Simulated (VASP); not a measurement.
# B6Pd (Fm-3m) in VASP: a series of runs

Runs on B6Pd. Level: PBE. Tasks: relaxation of cell and atoms, single point.

All numbers are computed with VASP 6.6.1; they aren't measurements. Logs are shortened: lines on timing, memory, paths and dates and some standing lists are left out, and cuts for length are marked.

### 1 The cell of the first run

It takes space group Fm-3m (No. 225, cubic). Conventional cell: a = 5.970 Å, b = 5.970 Å, c = 5.970 Å, α = 90.00°, β = 90.00°, γ = 90.00°. B (site symmetry 4mm) has 4 B at 1.72 Å and 1 Pd at 1.77 Å within 2.3 Å. Pd (site symmetry m-3m) has 6 B at 1.77 Å within 2.3 Å.

The cell was built from a structure type or drawn by symmetry, and may not be a known phase.

### 2 Relaxation of cell and atoms, PBE

INCAR

```
  ALGO = Normal
  EDIFF = 1E-7
  EDIFFG = -0.04
  ENCUT = 600
  GGA = PE
  IBRION = 2
  ISIF = 3
  ISMEAR = 0
  LASPH = T
  LCHARG = F
  LREAL = F
  LWAVE = F
  NELM = 60
  NSW = 90
  PREC = Accurate
  SIGMA = 0.1
```

KPOINTS

```
k-points
0
Gamma
  6 6 6
```

POSCAR

```
B6Pd
1.0
    0.0000000000      2.9848407400      2.9848407400
    2.9848407400      0.0000000000      2.9848407400
    2.9848407400      2.9848407400      0.0000000000
B Pd
6 1
Direct
    0.2961715200      0.7038284800      0.7038284800
    0.7038284800      0.2961715200      0.2961715200
    0.7038284800      0.2961715200      0.7038284800
    0.2961715200      0.7038284800      0.2961715200
    0.7038284800      0.7038284800      0.2961715200
    0.2961715200      0.2961715200      0.7038284800
    0.0000000000      0.0000000000      0.0000000000
```

Potentials or basis: VASP PAW PBE potentials, release 64 (B, Pd).

Started as:

```sh
$ cat potpaw_PBE.64/B/POTCAR potpaw_PBE.64/Pd/POTCAR > POTCAR
$ mpirun -np 1 vasp_std > vasp.out
```

OUTCAR:

```text
EDIFF = 1E-7
   EDIFFG = -0.04
   ENCUT = 600
   GGA = PE
   IBRION = 2
   ISIF = 3
   ISMEAR = 0
   LASPH = T
   LREAL = F
   NELM = 60
   NSW = 90
   PREC = Accurate

 ion  position               nearest neighbor table
   1  0.296  0.704  0.704-   3 1.72   4 1.72   5 1.72   6 1.72   7 1.77
   2  0.704  0.296  0.296-   3 1.72   4 1.72   5 1.72   6 1.72   7 1.77
   3  0.704  0.296  0.704-   1 1.72   2 1.72   5 1.72   6 1.72   7 1.77
   4  0.296  0.704  0.296-   1 1.72   2 1.72   5 1.72   6 1.72   7 1.77
   5  0.704  0.704  0.296-   1 1.72   2 1.72   3 1.72   4 1.72   7 1.77
   6  0.296  0.296  0.704-   1 1.72   2 1.72   3 1.72   4 1.72   7 1.77
   7  0.000  0.000  0.000-   1 1.77   2 1.77   3 1.77   4 1.77   5 1.77   6 1.77

  LATTYP: Found a face centered cubic cell.
 ALAT       =     5.9696814800

  Lattice vectors:

 A1 = (   0.0000000000,   2.9848407400,   2.9848407400)
 A2 = (   2.9848407400,   0.0000000000,   2.9848407400)
 A3 = (   2.9848407400,   2.9848407400,   0.0000000000)

Analysis of symmetry for initial positions (statically):
=====================================================================
 Subroutine PRICEL returns:
 Original cell was already a primitive cell.

 Routine SETGRP: Setting up the symmetry group for a
 face centered cubic supercell.

 Subroutine GETGRP returns: Found 48 space group operations
 (whereof 48 operations were pure point group operations)
 out of a pool of 48 trial point group operations.

The static configuration has the point symmetry O_h .

Analysis of symmetry for dynamics (positions and initial velocities):
=====================================================================
 Subroutine PRICEL returns:
 Original cell was already a primitive cell.

 Routine SETGRP: Setting up the symmetry group for a
 face centered cubic supercell.

 Subroutine GETGRP returns: Found 48 space group operations
 (whereof 48 operations were pure point group operations)
 out of a pool of 48 trial point group operations.

The dynamic configuration has the point symmetry O_h .

 Subroutine INISYM returns: Found 48 space group operations
 (whereof 48 operations are pure point group operations),
 and found     1 'primitive' translations

----------------------------------------------------------------------------------------

                                     Primitive cell

  volume of cell :      53.1855

  direct lattice vectors                    reciprocal lattice vectors
     0.000000000  2.984840740  2.984840740    -0.167513125  0.167513125  0.167513125
     2.984840740  0.000000000  2.984840740     0.167513125 -0.167513125  0.167513125
     2.984840740  2.984840740  0.000000000     0.167513125  0.167513125 -0.167513125

  length of vectors
     4.221202256  4.221202256  4.221202256     0.290141243  0.290141243  0.290141243

  position of ions in fractional coordinates (direct lattice)
     0.296171520  0.703828480  0.703828480
     0.703828480  0.296171520  0.296171520
     0.703828480  0.296171520  0.703828480
     0.296171520  0.703828480  0.296171520
     0.703828480  0.703828480  0.296171520
     0.296171520  0.296171520  0.703828480
     0.000000000  0.000000000  0.000000000

  ion indices of the primitive-cell ions
   primitive index   ion index
                 1           1
                 2           2
                 3           3
                 4           4
                 5           5
                 6           6
                 7           7

----------------------------------------------------------------------------------------

 KPOINTS: k-points

Automatic generation of k-mesh.
 Grid dimensions read from file:
 generate k-points for:    6    6    6

 Generating k-lattice:

  Cartesian coordinates                     Fractional coordinates (reciprocal lattice)
    -0.027918854  0.027918854  0.027918854     0.166666667  0.000000000  0.000000000
     0.027918854 -0.027918854  0.027918854     0.000000000  0.166666667  0.000000000
     0.027918854  0.027918854 -0.027918854     0.000000000  0.000000000  0.166666667

  Length of vectors
     0.048356874  0.048356874  0.048356874

  Shift w.r.t. Gamma in fractional coordinates (k-lattice)
     0.000000000  0.000000000  0.000000000

 Subroutine IBZKPT returns following result:
 ===========================================

 Found     16 irreducible k-points:

 Following reciprocal coordinates:
            Coordinates               Weight
  0.000000  0.000000  0.000000      1.000000
  0.166667  0.000000  0.000000      8.000000
  0.333333  0.000000  0.000000      8.000000
  0.500000  0.000000  0.000000      4.000000
  0.166667  0.166667  0.000000      6.000000
  0.333333  0.166667  0.000000     24.000000
[... 8 lines left out ...]
 -0.333333  0.333333  0.166667     24.000000
 -0.333333  0.500000  0.166667     12.000000
   k-points           NKPTS =     16   k-points in BZ     NKDIM =     16   number of bands    NBANDS=     18
   number of dos      NEDOS =    301   number of ions     NIONS =      7
   total plane-waves  NPLWV =  46656
   dimension x,y,z NGX =    36 NGY =   36 NGZ =   36
   dimension x,y,z NGXF=    72 NGYF=   72 NGZF=   72
   ions per type =               6   1
   NGX,Y,Z   is equivalent  to a cutoff of  14.18, 14.18, 14.18 a.u.
   NGXF,Y,Z  is equivalent  to a cutoff of  28.36, 28.36, 28.36 a.u.
 SYSTEM =  unknown system
   PREC   = accura    normal or accurate (medium, high low for compatibility)
   ISTART =      0    job   : 0-new  1-cont  2-samecut
   ICHARG =      2    charge: 1-file 2-atom 10-const
   ISPIN  =      1    spin polarized calculation?
   LNONCOLLINEAR =      F non collinear calculations
   LSORBIT =      F    spin-orbit coupling
   LASPH  =      T    aspherical Exc in radial PAW
   ENCUT  =  600.0 eV  44.10 Ry    6.64 a.u.   8.43  8.43  8.43*2*pi/ulx,y,z
   NELM   =     60;   NELMIN=  2; NELMDL= -5     # of ELM steps
   EDIFF  = 0.1E-06   stopping-criterion for ELM
   LREAL  =      F    real-space projection
   EDIFFG = -.4E-01   stopping-criterion for IOM
   NSW    =     90    number of steps for IOM
   IBRION =      2    ionic relax: 0-MD 1-quasi-New 2-CG
   NFREE  =      1    steps in history (QN), initial steepest desc. (CG)
   ISIF   =      3    stress and relaxation
   ISYM   =      2    0-nonsym 1-usesym 2-fastsym
   POTIM  = 0.5000    time-step for ionic-motion
   TEBEG  =    0.0;   TEEND  =   0.0 temperature during run
   PSTRESS=    0.0 pullay stress
   NELECT =      28.0000    total number of electrons
   NUPDOWN=      -1.0000    fix difference up-down
   EMIN   =  10.00;   EMAX   =-10.00  energy-range for DOS
   EFERMI =   0.00;   METHOD = LEGACY
   ISMEAR =     0;   SIGMA  =   0.10  broadening in eV -4-tet -1-fermi 0-gaus
   EFERMI_NEDOS =   21; number of points for ismear=-14 and -15
   IALGO  =     38    algorithm
   IMIX   =      4    mixing-type and parameters
     AMIX     =   0.40;   BMIX     =  1.00
     AMIX_MAG =   1.60;   BMIX_MAG =  1.00
  volume/ion in A,a.u.               =       7.60        51.27
  Fermi-wavevector in a.u.,A,eV,Ry     =   1.321893  2.498016 23.774840  1.747401
  Thomas-Fermi vector in A             =   2.451614
   LORBIT       =      0    0 simple, 1 ext, 2 COOP (PROOUT), +10 PAW based schemes
   GGA     = PE    functional components
   LHFCALC =     F    Hartree Fock is set to
   AEXX    =    0.0000 exact exchange contribution
   IVDW    =     0    specifies the selected vdW correction
   LEPSILON=     F    determine dielectric tensor
   LRPA    =     F    only Hartree local field effects (RPA)
 conjugate gradient relaxation of ions
 non-spin polarized calculation
 Gauss-broadening in eV      SIGMA  =   0.10
  energy-cutoff  :      600.00
  volume of cell :       53.19
 maximum number of plane-waves:      1807
 NGX is ok and might be reduce to    36
   NGX = 17   NGY = 17   NGZ = 17

--------------------------------------- Ionic step        1  -------------------------------------------

 number of electron      28.0000002 magnetization

 Free energy of the ion-electron system (eV)
  ---------------------------------------------------
  ext. energy  EPLUGINS =         0.00000000
  ---------------------------------------------------
  free energy    TOTEN  =       -32.46252220 eV

  energy without entropy =      -32.44875685  energy(sigma->0) =      -32.45563952

------------------------ aborting loop because EDIFF is reached ----------------------------------------

  FORCE on cell =-STRESS in cart. coord.  units (eV):
  Direction    XX          YY          ZZ          XY          YZ          ZX
  --------------------------------------------------------------------------------------
  -------------------------------------------------------------------------------------
  Total       35.7387720     35.7387720     35.7387720     -0.0000000     -0.0000000      0.0000000
  in kB     1076.6058141   1076.6058141   1076.6058141     -0.0000000     -0.0000000      0.0000000
  external PRESSURE =    1076.6058141 kB  Pullay stress =       0.0000000 kB
[... 104 lines left out ...]
  FREE ENERGIE OF THE ION-ELECTRON SYSTEM (eV)
  ---------------------------------------------------
  free  energy   TOTEN  =       -38.5974027676 eV

  energy  without entropy=      -38.5862932241  energy(sigma->0) =      -38.59184800

 E-fermi :   2.1121     XC(G=0):  -9.7470

 val. band max:        2.0974548019   @ k =   0.0000   0.0000   0.0000
 cond. band min:       2.1292067208   @ k =   0.5000   0.1667   0.0000
 fundamental gap:      0.0317519188
 Fermi energy:         2.1121140127

 k-point     1 :       0.0000    0.0000    0.0000
  band No.  band energies     occupation
      1      -9.9966      2.00000
      2      -3.1330      2.00000
      3      -3.1330      2.00000
      4      -3.1330      2.00000
      5      -3.0355      2.00000
      6      -2.5517      2.00000
[... 10 lines left out ...]
     17       5.1889      0.00000
     18       5.1889      0.00000
[... 298 lines left out ...]
      2      -4.5094      2.00000
      3      -4.3270      2.00000
      4      -4.1111      2.00000
      5      -2.4952      2.00000
      6      -2.4138      2.00000
[... 10 lines left out ...]
     17       5.4149      0.00000
     18       6.6902      0.00000

[... ionic steps 4 to 9 ...]

--------------------------------------- Ionic step       10  -------------------------------------------

 number of electron      27.9999998 magnetization

------------------------ aborting loop because EDIFF is reached ----------------------------------------

  FORCE on cell =-STRESS in cart. coord.  units (eV):
  Direction    XX          YY          ZZ          XY          YZ          ZX
  --------------------------------------------------------------------------------------
  -------------------------------------------------------------------------------------
  Total        0.4450598      0.4450598      0.4450598     -0.0000000      0.0000000      0.0000000
  in kB        9.5223809      9.5223809      9.5223809     -0.0000000      0.0000000      0.0000000
  external PRESSURE =       9.5223809 kB  Pullay stress =       0.0000000 kB
[... 67 lines left out ...]
  energy  without entropy=      -39.6015113418  energy(sigma->0) =      -39.60890979

--------------------------------------- Ionic step       12  -------------------------------------------

 number of electron      27.9999997 magnetization

 Free energy of the ion-electron system (eV)
  ---------------------------------------------------
  ext. energy  EPLUGINS =         0.00000000
  ---------------------------------------------------
  free energy    TOTEN  =       -39.61770266 eV

  energy without entropy =      -39.60336701  energy(sigma->0) =      -39.61053483

 E-fermi :   3.6422     XC(G=0): -10.5954

 val. band max:        3.5880528352   @ k =   0.5000   0.3333   0.1667
 cond. band min:       3.6565126754   @ k =   0.5000   0.1667   0.0000
 fundamental gap:      0.0684598401
 Fermi energy:         3.6421702096

 k-point     1 :       0.0000    0.0000    0.0000
  band No.  band energies     occupation
      1     -10.4933      2.00000
      2      -2.6256      2.00000
      3      -2.1389      2.00000
      4      -2.1389      2.00000
      5      -2.1389      2.00000
      6      -1.5437      2.00000
[... 10 lines left out ...]
     17       8.3429      0.00000
     18       8.3429      0.00000
[... 347 lines left out ...]
  FREE ENERGIE OF THE ION-ELECTRON SYSTEM (eV)
  ---------------------------------------------------
  free  energy   TOTEN  =       -39.6177026583 eV

  energy  without entropy=      -39.6033670056  energy(sigma->0) =      -39.61053483

 reached required accuracy - stopping structural energy minimisation
```

It took 3.1 min on 1 thread of Intel Xeon Platinum 8488C (Sapphire Rapids), shared host; peak memory 0.22 GiB.

What came out:

```yaml
Free_energy: -39.6177 eV
Relaxed_volume: 10.74 Å³/atom
Relaxed_cell: a = 4.738 Å, b = 4.738 Å, c = 4.738 Å, α = 60.00°, β = 60.00°, γ = 60.00°
Space_group_after_relaxing_to_0.1_Å: Fm-3m (No. 225)
Energy_gained_by_relaxing: 1022.2 meV/atom
Ionic_steps: 12
Pressure_after_relaxing: 0.0 GPa
Band_gap_on_the_k_mesh: zero (bands 14 and 15 overlap by 0.84 eV)
```

Forces in eV/Å, atoms in the order of the input:
```
B   -0.003  0.000  0.000
B    0.003  0.000  0.000
B    0.000 -0.003  0.000
B    0.000  0.003  0.000
B    0.000  0.000 -0.003
B    0.000  0.000  0.003
Pd   0.000  0.000  0.000
```

The path:
```tsv
step	energy change (eV)	largest force (eV/Å)	pressure (GPa)	volume (Å³)
1	0.0000	7.1937	107.66	53.19
2	-1.7217	8.2988	13.39	102.96
3	-6.1349	4.1121	21.33	71.22
4	-6.1636	3.9624	22.39	70.50
5	-5.1051	1.7927	-24.44	93.62
6	-7.0898	0.3165	-4.42	78.42
7	-7.0964	0.4785	-3.04	77.84
8	-7.0969	0.5383	-2.53	77.63
9	-7.1511	0.2214	0.24	75.38
10	-7.1532	0.1353	0.95	74.88
11	-7.1538	0.1148	-0.73	75.44
12	-7.1552	0.0028	0.03	75.19
```

Final structure:
```
B Pd
1.0
     0.00000    3.34993    3.34993
     3.34993    0.00000    3.34993
     3.34993    3.34993    0.00000
B Pd
6 1
Cartesian
  4.5811 3.3499 3.3499
  2.1187 3.3499 3.3499
  3.3499 4.5811 3.3499
  3.3499 2.1187 3.3499
  3.3499 3.3499 4.5811
  3.3499 3.3499 2.1187
  0.0000 0.0000 0.0000
```

Caveat: the volume moved by over 15 % at a fixed basis, so the end points are rough.

(Part 1 of 2 ends here.)
